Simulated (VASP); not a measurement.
# HfC (P1) in VASP: notebook

The runs below take HfC through single point, with PBE.

Program: VASP 6.6.1. These are calculated values, not measurements. Logs are shortened: lines on timing, memory, paths and dates and some standing lists are left out, and cuts for length are marked.

### Step 1. The cell of the first run

The typed cell holds 2 atoms: a = 3.324 Å, b = 3.185 Å, c = 3.246 Å, α = 59.26°, β = 60.78°, γ = 59.63°.

### Step 2. Single point, PBE

File INCAR:

```
ALGO = Normal ; EDIFF = 1E-7
ENCUT = 520 ; GGA = PE
ISIF = 2 ; ISMEAR = -1
LASPH = True ; LCHARG = True
LELF = True ; LREAL = False
LVHAR = True ; LWAVE = False
NBANDS = 14 ; NELM = 60
PREC = Accurate ; SIGMA = 0.1
```

File KPOINTS:

```
k-points
0
Gamma
  6 6 6
```

File POSCAR:

```
HfC
1.0
   -0.0460200000      2.3412800000      2.3591800000
    2.2447700000      0.0541400000      2.2590100000
    2.2973600000      2.2937000000      0.0015500000
Hf C
1 1
Direct
    0.5451300000      0.4898700000      0.4574200000
    0.9764300000      0.9958400000      0.9861200000
```

Potentials or basis: VASP PAW PBE potentials, release 64 (Hf_pv, C).

On the command line:

```bash
> cat potpaw_PBE.64/Hf_pv/POTCAR potpaw_PBE.64/C/POTCAR > POTCAR
> mpirun -np 1 vasp_std > vasp.out
```

OUTCAR:

```text
EDIFF = 1E-7
   ENCUT = 520
   GGA = PE
   ISIF = 2
   ISMEAR = -1
   LASPH = True
   LREAL = False
   NELM = 60
   PREC = Accurate

 ion  position               nearest neighbor table
   1  0.545  0.490  0.457-   2 2.16   2 2.20   2 2.22   2 2.39   2 2.39   2 2.46
   2  0.976  0.996  0.986-   1 2.16   1 2.20   1 2.22   1 2.39   1 2.39   1 2.46

  LATTYP: Found a triclinic cell.
 ALAT       =     5.6678582841
 B/A-ratio  =     0.5727685658
 C/A-ratio  =     0.8149133257
 COS(alpha) =     0.0009289004
 COS(beta)  =     0.4258451517
 COS(gamma) =     0.8590802196

  Lattice vectors:

 A1 = (  -2.2513400000,  -4.6349800000,  -2.3607300000)
 A2 = (  -2.2973600000,  -2.2937000000,  -0.0015500000)
 A3 = (   0.0986100000,  -0.1017200000,  -4.6166400000)

Analysis of symmetry for initial positions (statically):
=====================================================================
 Subroutine PRICEL returns:
 Original cell was already a primitive cell.

 Routine SETGRP: Setting up the symmetry group for a
 triclinic supercell.

 Subroutine GETGRP returns: Found  1 space group operations
 (whereof  1 operations were pure point group operations)
 out of a pool of  2 trial point group operations.

The static configuration has the point symmetry C_1 .

Analysis of symmetry for dynamics (positions and initial velocities):
=====================================================================
 Subroutine PRICEL returns:
 Original cell was already a primitive cell.

 Routine SETGRP: Setting up the symmetry group for a
 triclinic supercell.

 Subroutine GETGRP returns: Found  1 space group operations
 (whereof  1 operations were pure point group operations)
 out of a pool of  2 trial point group operations.

The dynamic configuration has the point symmetry C_1 .

 Subroutine INISYM returns: Found  1 space group operations
 (whereof  1 operations are pure point group operations),
 and found     1 'primitive' translations

----------------------------------------------------------------------------------------

                                     Primitive cell

  volume of cell :      24.2346

  direct lattice vectors                    reciprocal lattice vectors
    -0.046020000  2.341280000  2.359180000    -0.213802381  0.214003437  0.207325786
     2.244770000  0.054140000  2.259010000     0.223136771 -0.223645751  0.226301545
     2.297360000  2.293700000  0.001550000     0.212970577  0.222813016 -0.216968079

  length of vectors
     3.324069817  3.185129459  3.246371060     0.366732751  0.388612698  0.376931365

  position of ions in fractional coordinates (direct lattice)
     0.545130000  0.489870000  0.457420000
     0.976430000  0.995840000  0.986120000

  ion indices of the primitive-cell ions
   primitive index   ion index
                 1           1
                 2           2

----------------------------------------------------------------------------------------

 KPOINTS: k-points

Automatic generation of k-mesh.
 Grid dimensions read from file:
 generate k-points for:    6    6    6

 Generating k-lattice:

  Cartesian coordinates                     Fractional coordinates (reciprocal lattice)
    -0.035633730  0.035667239  0.034554298     0.166666667 -0.000000000 -0.000000000
     0.037189462 -0.037274292  0.037716924     0.000000000  0.166666667  0.000000000
     0.035495096  0.037135503 -0.036161346     0.000000000  0.000000000  0.166666667

  Length of vectors
     0.061122125  0.064768783  0.062821894

  Shift w.r.t. Gamma in fractional coordinates (k-lattice)
     0.000000000  0.000000000  0.000000000

 Subroutine IBZKPT returns following result:
 ===========================================

 Found    112 irreducible k-points:

 Following reciprocal coordinates:
            Coordinates               Weight
  0.000000  0.000000  0.000000      1.000000
  0.166667  0.000000  0.000000      2.000000
  0.333333 -0.000000  0.000000      2.000000
  0.500000  0.000000  0.000000      1.000000
 -0.000000  0.166667 -0.000000      2.000000
  0.166667  0.166667  0.000000      2.000000
[... 16 lines left out ...]
  0.333333 -0.000000  0.166667      2.000000
  0.500000  0.000000  0.166667      2.000000
 [... further k-points ...]
   k-points           NKPTS =    112   k-points in BZ     NKDIM =    112   number of bands    NBANDS=     14
   number of dos      NEDOS =    301   number of ions     NIONS =      2
   total plane-waves  NPLWV =  16128
   dimension x,y,z NGX =    28 NGY =   24 NGZ =   24
   dimension x,y,z NGXF=    56 NGYF=   48 NGZF=   48
   ions per type =               1   1
   NGX,Y,Z   is equivalent  to a cutoff of  14.00, 12.53, 12.29 a.u.
   NGXF,Y,Z  is equivalent  to a cutoff of  28.01, 25.05, 24.58 a.u.
 SYSTEM =  unknown system
   PREC   = accura    normal or accurate (medium, high low for compatibility)
   ISTART =      0    job   : 0-new  1-cont  2-samecut
   ICHARG =      2    charge: 1-file 2-atom 10-const
   ISPIN  =      1    spin polarized calculation?
   LNONCOLLINEAR =      F non collinear calculations
   LSORBIT =      F    spin-orbit coupling
   LASPH  =      T    aspherical Exc in radial PAW
   ENCUT  =  520.0 eV  38.22 Ry    6.18 a.u.   6.18  5.92  6.04*2*pi/ulx,y,z
   NELM   =     60;   NELMIN=  2; NELMDL= -5     # of ELM steps
   EDIFF  = 0.1E-06   stopping-criterion for ELM
   LREAL  =      F    real-space projection
   EDIFFG = 0.1E-05   stopping-criterion for IOM
   NSW    =      0    number of steps for IOM
   IBRION =     -1    ionic relax: 0-MD 1-quasi-New 2-CG
   NFREE  =      0    steps in history (QN), initial steepest desc. (CG)
   ISIF   =      2    stress and relaxation
   ISYM   =      2    0-nonsym 1-usesym 2-fastsym
   POTIM  = 0.5000    time-step for ionic-motion
   TEBEG  =    0.0;   TEEND  =   0.0 temperature during run
   PSTRESS=    0.0 pullay stress
   NELECT =      14.0000    total number of electrons
   NUPDOWN=      -1.0000    fix difference up-down
   EMIN   =  10.00;   EMAX   =-10.00  energy-range for DOS
   EFERMI =   0.00;   METHOD = LEGACY
   ISMEAR =    -1;   SIGMA  =   0.10  broadening in eV -4-tet -1-fermi 0-gaus
   EFERMI_NEDOS =   21; number of points for ismear=-14 and -15
   IALGO  =     38    algorithm
   IMIX   =      4    mixing-type and parameters
     AMIX     =   0.40;   BMIX     =  1.00
     AMIX_MAG =   1.60;   BMIX_MAG =  1.00
  volume/ion in A,a.u.               =      12.12        81.77
  Fermi-wavevector in a.u.,A,eV,Ry     =   1.363450  2.576546 25.293162  1.858995
  Thomas-Fermi vector in A             =   2.489852
   LORBIT       =      0    0 simple, 1 ext, 2 COOP (PROOUT), +10 PAW based schemes
   GGA     = PE    functional components
   LHFCALC =     F    Hartree Fock is set to
   AEXX    =    0.0000 exact exchange contribution
   IVDW    =     0    specifies the selected vdW correction
   LEPSILON=     F    determine dielectric tensor
   LRPA    =     F    only Hartree local field effects (RPA)
 non-spin polarized calculation
  energy-cutoff  :      520.00
  volume of cell :       24.23
 maximum number of plane-waves:       663
 NGX is ok and might be reduce to    28
   NGX = 13   NGY = 11   NGZ = 13

 number of electron      14.0000001 magnetization

 Free energy of the ion-electron system (eV)
  ---------------------------------------------------
  ext. energy  EPLUGINS =         0.00000000
  ---------------------------------------------------
  free energy    TOTEN  =       -20.80354370 eV

  energy without entropy =      -20.79678874  energy(sigma->0) =      -20.80016622

 E-fermi :   6.3714     XC(G=0): -12.4491

 val. band max:        6.2887523564   @ k =   0.0000   0.0000   0.0000
 cond. band min:       6.4060920148   @ k =   0.3333   0.3333  -0.0000
 fundamental gap:      0.1173396584
 Fermi energy:         6.3713664887

 k-point     1 :       0.0000    0.0000    0.0000
  band No.  band energies     occupation
      1     -23.1902      2.00000
      2     -23.1561      2.00000
      3     -23.1296      2.00000
      4      -6.2194      2.00000
      5       5.8076      1.99290
      6       6.2888      1.39108
      7       6.6869      0.08178
      8       8.1408      0.00000
      9       8.3778      0.00000
     10       8.7805      0.00000
     11      10.1913      0.00000
     12      10.5510      0.00000
     13      13.4637      0.00000
     14      17.2833      0.00000

 k-point     2 :       0.1667    0.0000    0.0000
  band No.  band energies     occupation
      1     -23.3762      2.00000
      2     -23.1675      2.00000
      3     -23.1500      2.00000
      4      -5.5484      2.00000
      5       4.1180      2.00000
      6       5.1158      1.99999
      7       5.4267      1.99984
      8       8.6822      0.00000
      9       8.8723      0.00000
     10       9.2352      0.00000
     11      12.4358      0.00000
     12      12.5296      0.00000
     13      14.7022      0.00000
     14      18.8215      0.00000

 k-point     3 :       0.3333   -0.0000    0.0000
  band No.  band energies     occupation
      1     -23.7318      2.00000
      2     -23.1907      2.00000
      3     -23.1860      2.00000
      4      -3.9045      2.00000
      5       1.5796      2.00000
      6       3.6769      2.00000
      7       4.0138      2.00000
      8      10.1873      0.00000
      9      10.2485      0.00000
     10      10.6203      0.00000
     11      15.4979      0.00000
     12      15.8679      0.00000
     13      15.9284      0.00000
     14      19.9332      0.00000
[... 324 lines left out ...]
 k-point    23 :       0.3333   -0.0000    0.1667
  band No.  band energies     occupation
      1     -23.6239      2.00000
      2     -23.2854      2.00000
      3     -23.2463      2.00000
      4      -4.2397      2.00000
      5       2.1344      2.00000
      6       3.9304      2.00000
      7       5.0038      2.00000
      8       7.7011      0.00000
      9      11.0320      0.00000
     10      11.5512      0.00000
     11      13.3273      0.00000
     12      14.5322      0.00000
     13      17.8621      0.00000
     14      20.1751      0.00000

 k-point    24 :       0.5000    0.0000    0.1667
  band No.  band energies     occupation
      1     -23.8232      2.00000
      2     -23.3419      2.00000
      3     -23.2517      2.00000
      4      -3.0443      2.00000
      5       0.8550      2.00000
      6       3.3236      2.00000
      7       3.9906      2.00000
      8       9.3106      0.00000
      9      11.7451      0.00000
     10      12.6064      0.00000
     11      15.0520      0.00000
     12      16.1611      0.00000
     13      17.7235      0.00000
     14      19.2792      0.00000

 [... further k-points ...]
[... 5 lines left out ...]
  --------------------------------------------------------------------------------------
  -------------------------------------------------------------------------------------
  Total        1.6869481      1.9354270      2.2109405      0.1396146     -1.3874147      1.3178211
  in kB      111.5262550    127.9535044    146.1680454      9.2300962    -91.7237251     87.1228045
  external PRESSURE =     128.5492683 kB  Pullay stress =       0.0000000 kB

 VOLUME and BASIS-vectors are now :
 -----------------------------------------------------------------------------
  energy-cutoff  :      520.00
  volume of cell :       24.23
      direct lattice vectors                 reciprocal lattice vectors
    -0.046020000  2.341280000  2.359180000    -0.213802381  0.214003437  0.207325786
     2.244770000  0.054140000  2.259010000     0.223136771 -0.223645751  0.226301545
     2.297360000  2.293700000  0.001550000     0.212970577  0.222813016 -0.216968079

 POSITION                                       TOTAL-FORCE (eV/Angst)
 -----------------------------------------------------------------------------------
      2.12542      2.35201      2.39339         0.687293     -0.813150     -1.173905
      4.45597      4.60187      4.55472        -0.687293      0.813150      1.173905
 -----------------------------------------------------------------------------------
    total drift:                                0.000017      0.000053     -0.000013

  FREE ENERGIE OF THE ION-ELECTRON SYSTEM (eV)
  ---------------------------------------------------
  free  energy   TOTEN  =       -20.8035437007 eV

  energy  without entropy=      -20.7967887411  energy(sigma->0) =      -20.80016622
```

Wall time 40 s (1 thread of AMD EPYC 7R13, shared host); peak memory 0.14 GiB.

Results:

* Free energy: -20.8035 eV
* Pressure: 12.9 GPa
* Largest force: 1.585 eV/Å
* Band gap on the k mesh: zero (band 7 reaches 6.69 eV, above the bottom of band 8 at 6.41 eV)

Forces in eV/Å, atoms in the order of the input:
```
Hf   0.687 -0.813 -1.174
C   -0.687  0.813  1.174
```

Caveat: the k points lie up to 0.41 Å⁻¹ apart; spin-orbit coupling is left out, which moves the levels of the heavy elements; forces of over 1 eV/Å act on the atoms, so gaps and moduli don't describe the material at rest.

(Continued in part 2 of 2.)
